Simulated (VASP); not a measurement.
# NbP (I4_1md) in VASP: single point with PBE

Aim: the single point of NbP with PBE.

Everything below comes from runs of VASP 6.6.1. Logs are shortened: lines on timing, memory, paths and dates and some standing lists are left out, and cuts for length are marked.

**1. The cell of the first run**

Symmetry: I4_1md, No. 109, tetragonal system. The conventional cell has a = 3.335 Å, b = 3.335 Å, c = 11.379 Å, α = 90.00°, β = 90.00°, γ = 90.00°. Within 3.4 Å of Nb (site symmetry 2mm) lie 6 P at 2.53 to 2.54 Å and 8 Nb at 3.30 to 3.33 Å. Within 3.4 Å of P (site symmetry 2mm) lie 6 Nb at 2.53 to 2.54 Å and 8 P at 3.30 to 3.33 Å.

**2. Single point, PBE**

Input file INCAR:

```
SYSTEM = NbP
PREC = Accurate
ENCUT = 520
EDIFF = 1E-6
ISMEAR = 0
SIGMA = 0.1
LREAL = .FALSE.
LASPH = .TRUE.
NELM = 100
ALGO = Normal
ISIF = 2
LWAVE = .FALSE.
LCHARG = .TRUE.
GGA = PE
LELF = .TRUE.
LVHAR = .TRUE.
NBANDS = 26
```

Input file KPOINTS:

```
Automatic mesh
0
G
  18 18 18
  0 0 0
```

Input file POSCAR:

```
NbP
1.0
   -1.6675000000      1.6675000000      5.6895000000
    1.6675000000     -1.6675000000      5.6895000000
    1.6675000000      1.6675000000     -5.6895000000
Nb P
2 2
Direct
    0.7500662614      0.7500662614      0.0000000000
    0.5000662614      1.0000662614      0.5000000000
    0.3325623136      0.3325623136      0.0000000000
    0.0825623136      0.5825623136      0.5000000000
```

Potentials or basis: VASP PAW PBE potentials, release 64 (Nb_sv, P).

Run with:

```sh
cat potpaw_PBE.64/Nb_sv/POTCAR potpaw_PBE.64/P/POTCAR > POTCAR
mpirun -np 1 vasp_std > vasp.out
```

OUTCAR:

```text
SYSTEM = NbP
   PREC = Accurate
   ENCUT = 520
   EDIFF = 1E-6
   ISMEAR = 0
   LREAL = .FALSE.
   LASPH = .TRUE.
   NELM = 100
   ISIF = 2
   GGA = PE

 ion  position               nearest neighbor table
   1  0.750  0.750  0.000-   4 2.53   4 2.53   3 2.54   3 2.54   3 2.54   3 2.54
   2  0.500  0.000  0.500-   3 2.53   3 2.53   4 2.54   4 2.54   4 2.54   4 2.54
   3  0.333  0.333  0.000-   2 2.53   2 2.53   1 2.54   1 2.54   1 2.54   1 2.54
   4  0.083  0.583  0.500-   1 2.53   1 2.53   2 2.54   2 2.54   2 2.54   2 2.54

  LATTYP: Found a body centered tetragonal cell.
 ALAT       =     3.3350000000
 C/A-ratio  =     3.4119940030

  Lattice vectors:

 A1 = (  -1.6675000000,   1.6675000000,   5.6895000000)
 A2 = (   1.6675000000,  -1.6675000000,   5.6895000000)
 A3 = (   1.6675000000,   1.6675000000,  -5.6895000000)

Analysis of symmetry for initial positions (statically):
=====================================================================
 Subroutine PRICEL returns:
 Original cell was already a primitive cell.

 Routine SETGRP: Setting up the symmetry group for a
 body centered tetragonal supercell.

 Subroutine GETGRP returns: Found  8 space group operations
 (whereof  4 operations were pure point group operations)
 out of a pool of 16 trial point group operations.

The static configuration has the point symmetry C_2v.
 The point group associated with its full space group is C_4v.

Analysis of symmetry for dynamics (positions and initial velocities):
=====================================================================
 Subroutine PRICEL returns:
 Original cell was already a primitive cell.

 Routine SETGRP: Setting up the symmetry group for a
 body centered tetragonal supercell.

 Subroutine GETGRP returns: Found  8 space group operations
 (whereof  4 operations were pure point group operations)
 out of a pool of 16 trial point group operations.

The dynamic configuration has the point symmetry C_2v.
 The point group associated with its full space group is C_4v.

 Subroutine INISYM returns: Found  8 space group operations
 (whereof  4 operations are pure point group operations),
 and found     1 'primitive' translations

----------------------------------------------------------------------------------------

                                     Primitive cell

  volume of cell :      63.2799

  direct lattice vectors                    reciprocal lattice vectors
    -1.667500000  1.667500000  5.689500000     0.000000000  0.299850075  0.087881185
     1.667500000 -1.667500000  5.689500000     0.299850075  0.000000000  0.087881185
     1.667500000  1.667500000 -5.689500000     0.299850075  0.299850075  0.000000000

  length of vectors
     6.158857260  6.158857260  6.158857260     0.312463070  0.312463070  0.424052043

  position of ions in fractional coordinates (direct lattice)
     0.750066261  0.750066261  0.000000000
     0.500066261  0.000066261  0.500000000
     0.332562314  0.332562314  0.000000000
     0.082562314  0.582562314  0.500000000

  ion indices of the primitive-cell ions
   primitive index   ion index
                 1           1
                 2           2
                 3           3
                 4           4

----------------------------------------------------------------------------------------

 KPOINTS: Automatic mesh

Automatic generation of k-mesh.
 Grid dimensions read from file:
 generate k-points for:   18   18   18

 Generating k-lattice:

  Cartesian coordinates                     Fractional coordinates (reciprocal lattice)
     0.000000000  0.016658337  0.004882288     0.055555556  0.000000000 -0.000000000
     0.016658337  0.000000000  0.004882288     0.000000000  0.055555556 -0.000000000
     0.016658337  0.016658337  0.000000000     0.000000000  0.000000000  0.055555556

  Length of vectors
     0.017359059  0.017359059  0.023558447

  Shift w.r.t. Gamma in fractional coordinates (k-lattice)
     0.000000000  0.000000000  0.000000000

 Subroutine IBZKPT returns following result:
 ===========================================

 Found    480 irreducible k-points:

 Following reciprocal coordinates:
            Coordinates               Weight
  0.000000  0.000000  0.000000      1.000000
  0.055556  0.000000 -0.000000      8.000000
  0.111111  0.000000 -0.000000      8.000000
  0.166667  0.000000  0.000000      8.000000
  0.222222 -0.000000  0.000000      8.000000
  0.277778  0.000000 -0.000000      8.000000
[... 16 lines left out ...]
 -0.277778  0.055556  0.000000     16.000000
 -0.222222  0.055556 -0.000000     16.000000
 [... further k-points ...]
   k-points           NKPTS =    480   k-points in BZ     NKDIM =    480   number of bands    NBANDS=     26
   number of dos      NEDOS =    301   number of ions     NIONS =      4
   total plane-waves  NPLWV = 110592
   dimension x,y,z NGX =    48 NGY =   48 NGZ =   48
   dimension x,y,z NGXF=    96 NGYF=   96 NGZF=   96
   ions per type =               2   2
   NGX,Y,Z   is equivalent  to a cutoff of  12.96, 12.96, 12.96 a.u.
   NGXF,Y,Z  is equivalent  to a cutoff of  25.91, 25.91, 25.91 a.u.
 SYSTEM =  NbP
   PREC   = accura    normal or accurate (medium, high low for compatibility)
   ISTART =      0    job   : 0-new  1-cont  2-samecut
   ICHARG =      2    charge: 1-file 2-atom 10-const
   ISPIN  =      1    spin polarized calculation?
   LNONCOLLINEAR =      F non collinear calculations
   LSORBIT =      F    spin-orbit coupling
   LASPH  =      T    aspherical Exc in radial PAW
   ENCUT  =  520.0 eV  38.22 Ry    6.18 a.u.  11.45 11.45 11.45*2*pi/ulx,y,z
   NELM   =    100;   NELMIN=  2; NELMDL= -5     # of ELM steps
   EDIFF  = 0.1E-05   stopping-criterion for ELM
   LREAL  =      F    real-space projection
   EDIFFG = 0.1E-04   stopping-criterion for IOM
   NSW    =      0    number of steps for IOM
   IBRION =     -1    ionic relax: 0-MD 1-quasi-New 2-CG
   NFREE  =      0    steps in history (QN), initial steepest desc. (CG)
   ISIF   =      2    stress and relaxation
   ISYM   =      2    0-nonsym 1-usesym 2-fastsym
   POTIM  = 0.5000    time-step for ionic-motion
   TEBEG  =    0.0;   TEEND  =   0.0 temperature during run
   PSTRESS=    0.0 pullay stress
   NELECT =      36.0000    total number of electrons
   NUPDOWN=      -1.0000    fix difference up-down
   EMIN   =  10.00;   EMAX   =-10.00  energy-range for DOS
   EFERMI =   0.00;   METHOD = LEGACY
   ISMEAR =     0;   SIGMA  =   0.10  broadening in eV -4-tet -1-fermi 0-gaus
   EFERMI_NEDOS =   21; number of points for ismear=-14 and -15
   IALGO  =     38    algorithm
   IMIX   =      4    mixing-type and parameters
     AMIX     =   0.40;   BMIX     =  1.00
     AMIX_MAG =   1.60;   BMIX_MAG =  1.00
  volume/ion in A,a.u.               =      15.82       106.76
  Fermi-wavevector in a.u.,A,eV,Ry     =   1.356502  2.563417 25.036045  1.840097
  Thomas-Fermi vector in A             =   2.483500
   LORBIT       =      0    0 simple, 1 ext, 2 COOP (PROOUT), +10 PAW based schemes
   GGA     = PE    functional components
   LHFCALC =     F    Hartree Fock is set to
   AEXX    =    0.0000 exact exchange contribution
   IVDW    =     0    specifies the selected vdW correction
   LEPSILON=     F    determine dielectric tensor
   LRPA    =     F    only Hartree local field effects (RPA)
 non-spin polarized calculation
 Gauss-broadening in eV      SIGMA  =   0.10
  energy-cutoff  :      520.00
  volume of cell :       63.28
 maximum number of plane-waves:      1722
 NGX is ok and might be reduce to    48
   NGX = 23   NGY = 23   NGZ = 23

 number of electron      36.0000000 magnetization

 Free energy of the ion-electron system (eV)
  ---------------------------------------------------
  ext. energy  EPLUGINS =         0.00000000
  ---------------------------------------------------
  free energy    TOTEN  =       -35.31795620 eV

  energy without entropy =      -35.31596438  energy(sigma->0) =      -35.31696029

 E-fermi :  10.7992     XC(G=0): -12.0759

 val. band max:       10.7726360698   @ k =  -0.1667  -0.4444   0.1667
 cond. band min:      10.7997499444   @ k =  -0.0556  -0.4444   0.0556
 fundamental gap:      0.0271138746
 Fermi energy:        10.7991816868

 k-point     1 :       0.0000    0.0000    0.0000
  band No.  band energies     occupation
      1     -44.1025      2.00000
      2     -44.0616      2.00000
      3     -20.3870      2.00000
      4     -20.1704      2.00000
      5     -20.1704      2.00000
      6     -20.0234      2.00000
[... 18 lines left out ...]
     25      14.9347      0.00000
     26      14.9347      0.00000

 k-point     2 :       0.0556    0.0000   -0.0000
  band No.  band energies     occupation
      1     -44.1017      2.00000
      2     -44.0613      2.00000
      3     -20.3839      2.00000
      4     -20.1792      2.00000
      5     -20.1697      2.00000
      6     -20.0324      2.00000
[... 18 lines left out ...]
     25      14.9133      0.00000
     26      15.0943      0.00000

 k-point     3 :       0.1111    0.0000   -0.0000
  band No.  band energies     occupation
      1     -44.0994      2.00000
      2     -44.0604      2.00000
      3     -20.3753      2.00000
      4     -20.2043      2.00000
      5     -20.1677      2.00000
      6     -20.0570      2.00000
[... 18 lines left out ...]
     25      15.0450      0.00000
     26      15.5036      0.00000

 k-point     4 :       0.1667    0.0000    0.0000
  band No.  band energies     occupation
      1     -44.0959      2.00000
      2     -44.0591      2.00000
      3     -20.3635      2.00000
      4     -20.2407      2.00000
      5     -20.1646      2.00000
      6     -20.0926      2.00000
[... 18 lines left out ...]
     25      15.3251      0.00000
     26      16.0322      0.00000
[... 496 lines left out ...]
      1     -44.0815      2.00000
      2     -44.0541      2.00000
      3     -20.4096      2.00000
      4     -20.2907      2.00000
      5     -20.2059      2.00000
      6     -20.1608      2.00000
[... 18 lines left out ...]
     25      15.6029      0.00000
     26      17.1859      0.00000

 k-point    23 :      -0.2778    0.0556    0.0000
  band No.  band energies     occupation
      1     -44.0863      2.00000
      2     -44.0552      2.00000
      3     -20.3730      2.00000
      4     -20.2931      2.00000
      5     -20.1753      2.00000
      6     -20.1645      2.00000
[... 18 lines left out ...]
     25      15.7478      0.00000
     26      16.8923      0.00000

 k-point    24 :      -0.2222    0.0556   -0.0000
  band No.  band energies     occupation
      1     -44.0911      2.00000
      2     -44.0568      2.00000
      3     -20.3574      2.00000
      4     -20.2769      2.00000
      5     -20.1689      2.00000
      6     -20.1340      2.00000
[... 18 lines left out ...]
     25      15.6629      0.00000
     26      16.4496      0.00000

 [... further k-points ...]

------------------------ aborting loop because EDIFF is reached ----------------------------------------

  FORCE on cell =-STRESS in cart. coord.  units (eV):
  Direction    XX          YY          ZZ          XY          YZ          ZX
  --------------------------------------------------------------------------------------
  -------------------------------------------------------------------------------------
  Total        0.7399637      0.7399637      0.6580660      0.0000000      0.0000000      0.0000000
  in kB       18.7350645     18.7350645     16.6615061      0.0000000      0.0000000      0.0000000
  external PRESSURE =      18.0438784 kB  Pullay stress =       0.0000000 kB

 VOLUME and BASIS-vectors are now :
 -----------------------------------------------------------------------------
  energy-cutoff  :      520.00
  volume of cell :       63.28
      direct lattice vectors                 reciprocal lattice vectors
    -1.667500000  1.667500000  5.689500000     0.000000000  0.299850075  0.087881185
     1.667500000 -1.667500000  5.689500000     0.299850075  0.000000000  0.087881185
     1.667500000  1.667500000 -5.689500000     0.299850075  0.299850075  0.000000000

 POSITION                                       TOTAL-FORCE (eV/Angst)
 -----------------------------------------------------------------------------------
      0.00000      0.00000      8.53500        -0.000000      0.000000     -0.001582
      0.00000      1.66750      0.00075         0.000000     -0.000000     -0.001582
      0.00000      0.00000      3.78423         0.000000     -0.000000      0.001582
      1.66750      0.00000      0.93948        -0.000000      0.000000      0.001582
 -----------------------------------------------------------------------------------
    total drift:                                0.000000      0.000000      0.000121

  FREE ENERGIE OF THE ION-ELECTRON SYSTEM (eV)
  ---------------------------------------------------
  free  energy   TOTEN  =       -35.3179561995 eV

  energy  without entropy=      -35.3159643842  energy(sigma->0) =      -35.31696029
```

Wall time 17 min (1 thread of Intel Xeon 6975P-C (Granite Rapids), shared host); peak memory 0.8 GiB.

What came out:

```
Free energy            : -35.3180 eV
Pressure               : 1.8 GPa
Band gap on the k mesh : zero (bands 18 and 19 overlap by 0.12 eV)
```

Stress tensor (GPa, compression positive):
```
1.87 0.00 0.00
0.00 1.87 0.00
0.00 0.00 1.67
```
